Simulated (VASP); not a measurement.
A run of VASP 6.6.1 is set up as follows.

Contents of INCAR:

```
SYSTEM = PtSe2
  PREC = Accurate
  ENCUT = 520
  EDIFF = 1E-7
  ISMEAR = 0
  SIGMA = 0.02
  LREAL = .False.
  LASPH = .True.
  NELM = 80
  ALGO = Normal
  ISIF = 2
  LWAVE = .False.
  LCHARG = .False.
  GGA = PE
  NBANDS = 18
```

File KPOINTS:

```
regular mesh
0
Gamma
  12 12 4
  0 0 0
```

Contents of POSCAR:

```
PtSe2
1.0
    3.7890751029      0.0000000000      0.0000000000
   -1.8945375515      3.2814352960      0.0000000000
    0.0000000000      0.0000000000      6.3058987902
Pt Se
1 2
Direct
    0.0000000000      0.0000000000      0.0000000000
    0.6666666667      0.3333333333      0.7960200357
    0.3333333333      0.6666666667      0.2039799643
```

Potentials or basis: VASP PAW PBE potentials, release 64 (Pt, Se).

Command:

```bash
$ cat potpaw_PBE.64/Pt/POTCAR potpaw_PBE.64/Se/POTCAR > POTCAR
$ mpirun -np 1 vasp_std > vasp.out
```

Q: Estimate the pressure.

A: -0.9 GPa.

Q: Estimate the band gap on the k mesh.

A: 0.70 eV (least direct gap 0.86 eV).

Stress tensor (GPa, compression positive):
```
-1.41  0.00  0.00
 0.00 -1.41  0.00
 0.00  0.00 -0.03
```

Caveat: the cell differs from its parent crystal (biaxial strain in the a-b plane: +1.0 %, then relaxed in part); spin-orbit coupling is left out, which moves the levels of the heavy elements; this functional lacks dispersion, which binds layers or chains, so the pressure and a relaxed spacing across them are unreliable. A k mesh can miss the band edges.
